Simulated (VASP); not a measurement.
A run of VASP 6.6.1:

File INCAR:

```
SYSTEM = BAs
ALGO = Normal ; EDIFF = 1E-6
ENCUT = 500 ; GGA = PE
GGA_COMPAT = .False. ; ISIF = 2
ISMEAR = 0 ; LASPH = .True.
LCHARG = .True. ; LELF = .True.
LREAL = .False. ; LVHAR = .True.
LWAVE = .False. ; NBANDS = 11
NELM = 120 ; PREC = Accurate
SIGMA = 0.01
```

Contents of KPOINTS:

```
k-points
0
Gamma
  3 3 3
  0 0 0
```

POSCAR

```
BAs
1.0
    0.0000000000      2.4164823900      2.4164823900
    2.4164823900      0.0000000000      2.4164823900
    2.4164823900      2.4164823900      0.0000000000
B As
1 1
Direct
    0.0000000000      0.0000000000      0.0000000000
    0.2500000000      0.2500000000      0.2500000000
```

Potentials or basis: VASP PAW PBE potentials, release 64 (B, As).

Run with:

```console
$ cat potpaw_PBE.64/B/POTCAR potpaw_PBE.64/As/POTCAR > POTCAR
$ mpirun -np 1 vasp_std > vasp.out
```

Hardware: 1 thread of Intel Xeon 8259CL, with other jobs on the host.

Task: How long does it take, and how much memory?

Result: Wall time 11 s on 1 thread of Intel Xeon 8259CL, with other jobs on the host, peak memory 0.15 GiB. Counts: scf iterations 12, k points 4.
